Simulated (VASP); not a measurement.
A run of VASP 6.6.1 is set up as follows.

The input INCAR:

```
PREC = Accurate ; ENCUT = 520
EDIFF = 1E-7 ; ISMEAR = 0
SIGMA = 0.1 ; LREAL = F
LASPH = T ; NELM = 150
ALGO = Fast ; ISIF = 2
LWAVE = F ; LCHARG = F
MAGMOM = 0 0 0 ; LORBIT = 11
LSORBIT = T ; GGA_COMPAT = F
LORBMOM = T ; LMAXMIX = 4
GGA = PE ; NBANDS = 21
```

Contents of KPOINTS:

```
Automatic mesh
0
Gamma
  18 18 18
```

File POSCAR:

```
Pd
1.0
    0.0000000000      1.9711878716      1.9711878716
    1.9711878716      0.0000000000      1.9711878716
    1.9711878716      1.9711878716      0.0000000000
Pd
1
Direct
    0.0000000000      0.0000000000      0.0000000000
```

Potentials or basis: VASP PAW PBE potentials, release 64 (Pd).

Launch:

```bash
$ cat potpaw_PBE.64/Pd/POTCAR > POTCAR
$ mpirun -np 1 vasp_ncl > vasp.out
```

Task: Predict the pressure.

Result: -0.2 GPa.

Task: Estimate the net moment.

Result: 0.00 μB per cell.

Moments on the atoms (μB; x, y, z):
```
Pd  0.00 0.00 0.00
```
